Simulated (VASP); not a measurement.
# TiN (titanium nitride) (Fm-3m) in VASP: further runs

TiN (titanium nitride) is run at these levels: LDA; tasks: single point, relaxation of cell and atoms.

Everything below comes from runs of VASP 6.6.1. Logs are shortened: lines on timing, memory, paths and dates and some standing lists are left out, and cuts for length are marked.

**1. The cell of the first run**

Symmetry: Fm-3m, No. 225, cubic system. Conventional cell: a = 4.172 Å, b = 4.172 Å, c = 4.172 Å, α = 90.00°, β = 90.00°, γ = 90.00°. Within 2.8 Å of Ti (site symmetry m-3m) lie 6 N at 2.09 Å. N (site symmetry m-3m) has 6 Ti at 2.09 Å within 2.8 Å.

**2. Single point, LDA**

INCAR reads:

```
SYSTEM = TiN
PREC = Accurate ; ENCUT = 520
EDIFF = 1E-6 ; ISMEAR = 0
SIGMA = 0.1 ; LREAL = .False.
LASPH = .True. ; NELM = 80
ALGO = Normal ; ISIF = 2
LWAVE = .False. ; LCHARG = .True.
GGA = CA ; LELF = .True.
LVHAR = .True. ; NBANDS = 16
```

KPOINTS reads:

```
Automatic mesh
0
Gamma
  16 16 16
  0 0 0
```

POSCAR reads:

```
TiN
1.0
    0.0000000000      2.0858163209      2.0858163209
    2.0858163209      0.0000000000      2.0858163209
    2.0858163209      2.0858163209      0.0000000000
Ti N
1 1
Direct
    0.0000000000      0.0000000000      0.0000000000
    0.5000000000      0.5000000000      0.5000000000
```

Potentials or basis: VASP PAW LDA potentials, release 64 (Ti_sv, N).

Command:

```console
$ cat potpaw_LDA.64/Ti_sv/POTCAR potpaw_LDA.64/N/POTCAR > POTCAR
$ mpirun -np 1 vasp_std > vasp.out
```

OUTCAR:

```text
SYSTEM = TiN
   PREC = Accurate
   ENCUT = 520
   EDIFF = 1E-6
   ISMEAR = 0
   LREAL = .False.
   LASPH = .True.
   NELM = 80
   ISIF = 2
   GGA = CA

 ion  position               nearest neighbor table
   1  0.000  0.000  0.000-   2 2.09   2 2.09   2 2.09   2 2.09   2 2.09   2 2.09
   2  0.500  0.500  0.500-   1 2.09   1 2.09   1 2.09   1 2.09   1 2.09   1 2.09

  LATTYP: Found a face centered cubic cell.
 ALAT       =     4.1716326418

  Lattice vectors:

 A1 = (   0.0000000000,   2.0858163209,   2.0858163209)
 A2 = (   2.0858163209,   0.0000000000,   2.0858163209)
 A3 = (   2.0858163209,   2.0858163209,   0.0000000000)

Analysis of symmetry for initial positions (statically):
=====================================================================
 Subroutine PRICEL returns:
 Original cell was already a primitive cell.

 Routine SETGRP: Setting up the symmetry group for a
 face centered cubic supercell.

 Subroutine GETGRP returns: Found 48 space group operations
 (whereof 48 operations were pure point group operations)
 out of a pool of 48 trial point group operations.

The static configuration has the point symmetry O_h .

Analysis of symmetry for dynamics (positions and initial velocities):
=====================================================================
 Subroutine PRICEL returns:
 Original cell was already a primitive cell.

 Routine SETGRP: Setting up the symmetry group for a
 face centered cubic supercell.

 Subroutine GETGRP returns: Found 48 space group operations
 (whereof 48 operations were pure point group operations)
 out of a pool of 48 trial point group operations.

The dynamic configuration has the point symmetry O_h .

 Subroutine INISYM returns: Found 48 space group operations
 (whereof 48 operations are pure point group operations),
 and found     1 'primitive' translations

----------------------------------------------------------------------------------------

                                     Primitive cell

  volume of cell :      18.1492

  direct lattice vectors                    reciprocal lattice vectors
     0.000000000  2.085816321  2.085816321    -0.239714300  0.239714300  0.239714300
     2.085816321  0.000000000  2.085816321     0.239714300 -0.239714300  0.239714300
     2.085816321  2.085816321  0.000000000     0.239714300  0.239714300 -0.239714300

  length of vectors
     2.949789730  2.949789730  2.949789730     0.415197347  0.415197347  0.415197347

  position of ions in fractional coordinates (direct lattice)
     0.000000000  0.000000000  0.000000000
     0.500000000  0.500000000  0.500000000

  ion indices of the primitive-cell ions
   primitive index   ion index
                 1           1
                 2           2

----------------------------------------------------------------------------------------

 KPOINTS: Automatic mesh

Automatic generation of k-mesh.
 Grid dimensions read from file:
 generate k-points for:   16   16   16

 Generating k-lattice:

  Cartesian coordinates                     Fractional coordinates (reciprocal lattice)
    -0.014982144  0.014982144  0.014982144     0.062500000  0.000000000  0.000000000
     0.014982144 -0.014982144  0.014982144     0.000000000  0.062500000  0.000000000
     0.014982144  0.014982144 -0.014982144     0.000000000  0.000000000  0.062500000

  Length of vectors
     0.025949834  0.025949834  0.025949834

  Shift w.r.t. Gamma in fractional coordinates (k-lattice)
     0.000000000  0.000000000  0.000000000

 Subroutine IBZKPT returns following result:
 ===========================================

 Found    145 irreducible k-points:

 Following reciprocal coordinates:
            Coordinates               Weight
  0.000000  0.000000  0.000000      1.000000
  0.062500  0.000000  0.000000      8.000000
  0.125000  0.000000  0.000000      8.000000
  0.187500  0.000000  0.000000      8.000000
  0.250000  0.000000  0.000000      8.000000
  0.312500  0.000000  0.000000      8.000000
[... 16 lines left out ...]
 -0.125000  0.062500  0.000000     24.000000
 -0.062500  0.062500  0.000000     12.000000
 [... further k-points ...]
   k-points           NKPTS =    145   k-points in BZ     NKDIM =    145   number of bands    NBANDS=     16
   number of dos      NEDOS =    301   number of ions     NIONS =      2
   total plane-waves  NPLWV =  13824
   dimension x,y,z NGX =    24 NGY =   24 NGZ =   24
   dimension x,y,z NGXF=    48 NGYF=   48 NGZF=   48
   ions per type =               1   1
   NGX,Y,Z   is equivalent  to a cutoff of  13.53, 13.53, 13.53 a.u.
   NGXF,Y,Z  is equivalent  to a cutoff of  27.05, 27.05, 27.05 a.u.
 SYSTEM =  TiN
   PREC   = accura    normal or accurate (medium, high low for compatibility)
   ISTART =      0    job   : 0-new  1-cont  2-samecut
   ICHARG =      2    charge: 1-file 2-atom 10-const
   ISPIN  =      1    spin polarized calculation?
   LNONCOLLINEAR =      F non collinear calculations
   LSORBIT =      F    spin-orbit coupling
   LASPH  =      T    aspherical Exc in radial PAW
   ENCUT  =  520.0 eV  38.22 Ry    6.18 a.u.   5.48  5.48  5.48*2*pi/ulx,y,z
   NELM   =     80;   NELMIN=  2; NELMDL= -5     # of ELM steps
   EDIFF  = 0.1E-05   stopping-criterion for ELM
   LREAL  =      F    real-space projection
   EDIFFG = 0.1E-04   stopping-criterion for IOM
   NSW    =      0    number of steps for IOM
   IBRION =     -1    ionic relax: 0-MD 1-quasi-New 2-CG
   NFREE  =      0    steps in history (QN), initial steepest desc. (CG)
   ISIF   =      2    stress and relaxation
   ISYM   =      2    0-nonsym 1-usesym 2-fastsym
   POTIM  = 0.5000    time-step for ionic-motion
   TEBEG  =    0.0;   TEEND  =   0.0 temperature during run
   PSTRESS=    0.0 pullay stress
   NELECT =      17.0000    total number of electrons
   NUPDOWN=      -1.0000    fix difference up-down
   EMIN   =  10.00;   EMAX   =-10.00  energy-range for DOS
   EFERMI =   0.00;   METHOD = LEGACY
   ISMEAR =     0;   SIGMA  =   0.10  broadening in eV -4-tet -1-fermi 0-gaus
   EFERMI_NEDOS =   21; number of points for ismear=-14 and -15
   IALGO  =     38    algorithm
   IMIX   =      4    mixing-type and parameters
     AMIX     =   0.40;   BMIX     =  1.00
     AMIX_MAG =   1.60;   BMIX_MAG =  1.00
  volume/ion in A,a.u.               =       9.07        61.24
  Fermi-wavevector in a.u.,A,eV,Ry     =   1.601788  3.026941 34.908812  2.565725
  Thomas-Fermi vector in A             =   2.698711
   LORBIT       =      0    0 simple, 1 ext, 2 COOP (PROOUT), +10 PAW based schemes
   GGA     = CA    functional components
   LHFCALC =     F    Hartree Fock is set to
   AEXX    =    0.0000 exact exchange contribution
   IVDW    =     0    specifies the selected vdW correction
   LEPSILON=     F    determine dielectric tensor
   LRPA    =     F    only Hartree local field effects (RPA)
 non-spin polarized calculation
 Gauss-broadening in eV      SIGMA  =   0.10
  energy-cutoff  :      520.00
  volume of cell :       18.15
 maximum number of plane-waves:       531
 NGX is ok and might be reduce to    24
   NGX = 11   NGY = 11   NGZ = 11

 number of electron      16.9999996 magnetization

 Free energy of the ion-electron system (eV)
  ---------------------------------------------------
  ext. energy  EPLUGINS =         0.00000000
  ---------------------------------------------------
  free energy    TOTEN  =       -21.67420905 eV

  energy without entropy =      -21.66923922  energy(sigma->0) =      -21.67172413

 E-fermi :  11.8668     XC(G=0): -13.6475

 val. band max:       11.8644085519   @ k =  -0.1875   0.0625   0.0000
 cond. band min:      11.8695324699   @ k =   0.4375   0.1875   0.0625
 fundamental gap:      0.0051239180
 Fermi energy:        11.8667525025

 k-point     1 :       0.0000    0.0000    0.0000
  band No.  band energies     occupation
      1     -45.2065      2.00000
      2     -21.5216      2.00000
      3     -21.5216      2.00000
      4     -21.5216      2.00000
      5      -5.2654      2.00000
      6       9.8076      2.00000
[... 8 lines left out ...]
     15      25.1988      0.00000
     16      32.3491      0.00000

 k-point     2 :       0.0625    0.0000    0.0000
  band No.  band energies     occupation
      1     -45.2016      2.00000
      2     -21.5540      2.00000
      3     -21.5241      2.00000
      4     -21.5241      2.00000
      5      -5.1806      2.00000
      6       9.3315      2.00000
[... 8 lines left out ...]
     15      25.2862      0.00000
     16      32.2180      0.00000

 k-point     3 :       0.1250    0.0000    0.0000
  band No.  band energies     occupation
      1     -45.1878      2.00000
      2     -21.6454      2.00000
      3     -21.5314      2.00000
      4     -21.5314      2.00000
      5      -4.9345      2.00000
      6       8.3733      2.00000
[... 8 lines left out ...]
     15      25.4314      0.00000
     16      31.8388      0.00000

 k-point     4 :       0.1875    0.0000    0.0000
  band No.  band energies     occupation
      1     -45.1671      2.00000
      2     -21.7798      2.00000
      3     -21.5423      2.00000
      4     -21.5423      2.00000
      5      -4.5516      2.00000
      6       7.2762      2.00000
[... 8 lines left out ...]
     15      25.4024      0.00000
     16      31.0679      0.00000

 k-point     5 :       0.2500    0.0000    0.0000
  band No.  band energies     occupation
      1     -45.1425      2.00000
      2     -21.9348      2.00000
      3     -21.5552      2.00000
      4     -21.5552      2.00000
      5      -4.0700      2.00000
      6       6.1740      2.00000
[... 8 lines left out ...]
     15      25.2281      0.00000
     16      29.9895      0.00000

 k-point     6 :       0.3125    0.0000    0.0000
  band No.  band energies     occupation
      1     -45.1178      2.00000
      2     -22.0863      2.00000
      3     -21.5680      2.00000
      4     -21.5680      2.00000
      5      -3.5420      2.00000
      6       5.1551      2.00000
[... 8 lines left out ...]
     15      25.2694      0.00000
     16      28.8236      0.00000

 k-point     7 :       0.3750    0.0000    0.0000
  band No.  band energies     occupation
      1     -45.0967      2.00000
      2     -22.2122      2.00000
      3     -21.5787      2.00000
      4     -21.5787      2.00000
      5      -3.0383      2.00000
      6       4.3017      2.00000
[... 8 lines left out ...]
     15      25.6468      0.00000
     16      27.7899      0.00000

 k-point     8 :       0.4375    0.0000    0.0000
  band No.  band energies     occupation
      1     -45.0826      2.00000
      2     -22.2949      2.00000
      3     -21.5859      2.00000
      4     -21.5859      2.00000
      5      -2.6574      2.00000
      6       3.7126      2.00000
[... 8 lines left out ...]
     15      26.0818      0.00000
     16      27.0710      0.00000

 k-point     9 :       0.5000    0.0000    0.0000
  band No.  band energies     occupation
      1     -45.0776      2.00000
      2     -22.3238      2.00000
      3     -21.5884      2.00000
      4     -21.5884      2.00000
      5      -2.5114      2.00000
      6       3.4979      2.00000
[... 8 lines left out ...]
     15      26.2679      0.00000
     16      26.8113      0.00000
[... 172 lines left out ...]
 k-point    19 :      -0.3750    0.0625    0.0000
  band No.  band energies     occupation
      1     -45.0888      2.00000
      2     -22.2356      2.00000
      3     -21.6112      2.00000
      4     -21.5773      2.00000
      5      -2.9061      2.00000
      6       4.1193      2.00000
[... 8 lines left out ...]
     15      25.6986      0.00000
     16      27.2569      0.00000

 k-point    20 :      -0.3125    0.0625    0.0000
  band No.  band energies     occupation
      1     -45.1075      2.00000
      2     -22.1262      2.00000
      3     -21.6045      2.00000
      4     -21.5633      2.00000
      5      -3.3563      2.00000
      6       4.8436      2.00000
[... 8 lines left out ...]
     15      25.3116      0.00000
     16      28.0117      0.00000

 k-point    21 :      -0.2500    0.0625    0.0000
  band No.  band energies     occupation
      1     -45.1310      2.00000
      2     -21.9861      2.00000
      3     -21.5926      2.00000
      4     -21.5487      2.00000
      5      -3.8631      2.00000
      6       5.7503      2.00000
[... 8 lines left out ...]
     15      25.1908      0.00000
     16      28.9390      0.00000

 k-point    22 :      -0.1875    0.0625    0.0000
  band No.  band energies     occupation
      1     -45.1557      2.00000
      2     -21.8357      2.00000
      3     -21.5771      2.00000
      4     -21.5359      2.00000
      5      -4.3490      2.00000
      6       6.7507      2.00000
[... 8 lines left out ...]
     15      25.3654      0.00000
     16      29.8927      0.00000

 k-point    23 :      -0.1250    0.0625    0.0000
  band No.  band energies     occupation
      1     -45.1777      2.00000
      2     -21.6986      2.00000
      3     -21.5597      2.00000
      4     -21.5267      2.00000
      5      -4.7567      2.00000
      6       7.7606      2.00000
[... 8 lines left out ...]
     15      25.4885      0.00000
     16      30.7859      0.00000

 k-point    24 :      -0.0625    0.0625    0.0000
  band No.  band energies     occupation
      1     -45.1938      2.00000
      2     -21.5988      2.00000
      3     -21.5412      2.00000
      4     -21.5225      2.00000
      5      -5.0436      2.00000
      6       8.6826      2.00000
[... 8 lines left out ...]
     15      25.3996      0.00000
     16      31.5926      0.00000

 [... further k-points ...]
[... 5 lines left out ...]
  --------------------------------------------------------------------------------------
  -------------------------------------------------------------------------------------
  Total        0.1205059      0.1205059      0.1205059     -0.0000000      0.0000000     -0.0000000
  in kB       10.6380213     10.6380213     10.6380213     -0.0000000      0.0000000     -0.0000000
  external PRESSURE =      10.6380213 kB  Pullay stress =       0.0000000 kB

 VOLUME and BASIS-vectors are now :
 -----------------------------------------------------------------------------
  energy-cutoff  :      520.00
  volume of cell :       18.15
      direct lattice vectors                 reciprocal lattice vectors
     0.000000000  2.085816321  2.085816321    -0.239714300  0.239714300  0.239714300
     2.085816321  0.000000000  2.085816321     0.239714300 -0.239714300  0.239714300
     2.085816321  2.085816321  0.000000000     0.239714300  0.239714300 -0.239714300

 POSITION                                       TOTAL-FORCE (eV/Angst)
 -----------------------------------------------------------------------------------
      0.00000      0.00000      0.00000         0.000000     -0.000000      0.000000
      2.08582      2.08582      2.08582        -0.000000      0.000000     -0.000000
 -----------------------------------------------------------------------------------
    total drift:                                0.000000     -0.000000     -0.000000

  FREE ENERGIE OF THE ION-ELECTRON SYSTEM (eV)
  ---------------------------------------------------
  free  energy   TOTEN  =       -21.6742090501 eV

  energy  without entropy=      -21.6692392173  energy(sigma->0) =      -21.67172413
```

Wall time 31 s (1 thread of Intel Xeon Platinum 8375C at 2.90GHz (Ice Lake), shared host); peak memory 0.16 GiB.

Results:

```yaml
Free_energy: -21.6742 eV
Pressure: 1.1 GPa
```

Levels at points of the mesh, in eV from the Fermi level:
| k point | band 7 | band 8 | band 9 | band 10 | band 11 | band 12 |
| --- | --- | --- | --- | --- | --- | --- |
| (0.00, 0.00, 0.00) | -2.06 | -2.06 | -0.69 | -0.69 | -0.69 | 0.60 |
| (0.50, 0.00, 0.00) | -5.74 | -5.74 | 1.82 | 1.82 | 2.56 | 6.16 |
| (0.50, 0.50, 0.00) | -3.32 | -3.25 | -3.25 | 1.76 | 2.59 | 2.59 |

**3. Relaxation of cell and atoms, LDA**

This run uses another cell than the first one, of 9.56 Å³/atom, 1.053 times its volume.

INCAR reads:

```
SYSTEM = TiN
ALGO     = Normal         ! electronic algorithm
EDIFF    = 1E-6           ! SCF threshold, eV
EDIFFG   = -0.002         ! ionic threshold
ENCUT    = 600            ! plane-wave cutoff, eV
IBRION   = 2              ! ionic algorithm
ISIF     = 3              ! what is computed and relaxed
ISMEAR   = 0              ! smearing method
LASPH    = .True.         ! aspherical terms in the spheres
LCHARG   = .False.        ! write CHGCAR
LREAL    = .False.        ! projectors in reciprocal space
LWAVE    = .False.        ! write WAVECAR
NELM     = 60             ! most SCF steps
NSW      = 80             ! ionic steps
PREC     = Accurate       ! precision mode
SIGMA    = 0.1            ! smearing width, eV
```

KPOINTS reads:

```
k-points
0
Gamma
  16 16 16
  0 0 0
```

POSCAR reads:

```
TiN
1.0
    0.0000000000      2.1220000000      2.1220000000
    2.1220000000      0.0000000000      2.1220000000
    2.1220000000      2.1220000000      0.0000000000
Ti N
1 1
Direct
    0.0000000000      0.0000000000      0.0000000000
    0.5000000000      0.5000000000      0.5000000000
```

Potentials or basis: VASP PAW LDA potentials, release 64 (Ti_sv, N).

Command:

```console
$ cat potpaw_LDA.64/Ti_sv/POTCAR potpaw_LDA.64/N/POTCAR > POTCAR
$ mpirun -np 1 vasp_std > vasp.out
```

It took 94 s on 1 thread of Intel Xeon Platinum 8375C at 2.90GHz (Ice Lake), shared host; peak memory 0.17 GiB.

The run converged. Its results:

* Free energy: -21.6759 eV
* Relaxed volume: 9.10 Å³/atom
* Relaxed cell: a = 2.953 Å, b = 2.953 Å, c = 2.953 Å, α = 60.00°, β = 60.00°, γ = 60.00°
* Space group after relaxing (to 0.05 Å): Fm-3m (No. 225)
* Energy gained by relaxing: 20.5 meV/atom
* Ionic steps: 7
* Pressure after relaxing: 0.0 GPa

Step by step:
| step | energy change (eV) | largest force (eV/Å) | pressure (GPa) | volume (Å³) |
| --- | --- | --- | --- | --- |
| 1 | 0.0000 | 0.0000 | -13.94 | 19.11 |
| 2 | 0.0640 | 0.0000 | 27.53 | 16.90 |
| 3 | -0.0410 | 0.0000 | -0.30 | 18.22 |
| 4 | -0.0410 | 0.0000 | -0.05 | 18.21 |
| 5 | -0.0410 | 0.0000 | 0.26 | 18.19 |
| 6 | -0.0410 | 0.0000 | -0.30 | 18.22 |
| 7 | -0.0410 | 0.0000 | -0.02 | 18.20 |

Final structure:
```xyz
2
Lattice="0.0000 2.0879 2.0879 2.0879 0.0000 2.0879 2.0879 2.0879 0.0000" Properties=species:S:1:pos:R:3 pbc="T T T"
Ti    0.0000    0.0000    0.0000
N     2.0879    2.0879    2.0879
```

Levels at points of the mesh, in eV from the Fermi level:
| k point | band 7 | band 8 | band 9 | band 10 | band 11 | band 12 |
| --- | --- | --- | --- | --- | --- | --- |
| (0.00, 0.00, 0.00) | -2.06 | -2.06 | -0.69 | -0.69 | -0.69 | 0.60 |
| (0.50, 0.00, 0.00) | -5.72 | -5.72 | 1.82 | 1.82 | 2.55 | 6.13 |
| (0.50, 0.50, 0.00) | -3.31 | -3.24 | -3.24 | 1.75 | 2.58 | 2.58 |

LDA usually gives volumes a few per cent too small. Zero-point motion and thermal expansion aren't in these numbers.
